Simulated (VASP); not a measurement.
A run of VASP 6.6.1:

The input INCAR:

```
  PREC = Accurate
  ENCUT = 520
  EDIFF = 1E-6
  ISMEAR = 0
  SIGMA = 0.1
  LREAL = False
  LASPH = True
  NELM = 60
  ALGO = Normal
  ISIF = 2
  LWAVE = False
  LCHARG = False
  NBANDS = 12
```

Contents of KPOINTS:

```
Automatic mesh
0
Gamma
  8 8 8
```

POSCAR

```
Ta
1.0
   -1.6234893960      1.6234893960      1.6234893960
    1.6234893960     -1.6234893960      1.6234893960
    1.6234893960      1.6234893960     -1.6234893960
Ta
1
Direct
    0.0000000000      0.0000000000      0.0000000000
```

Potentials or basis: VASP PAW LDA potentials, release 64 (Ta_pv).

Command:

```sh
$ cat potpaw_LDA.64/Ta_pv/POTCAR > POTCAR
$ mpirun -np 1 vasp_std > vasp.out
```

Hardware: 1 thread of Intel(R) Xeon(R) Platinum 8488C (Sapphire Rapids), on a shared host.

How long does it take, and how much memory?

It took 5 s on 1 thread of Intel(R) Xeon(R) Platinum 8488C (Sapphire Rapids) (shared host), peak memory 0.13 GiB. Counts: scf iterations 10, k points 29.
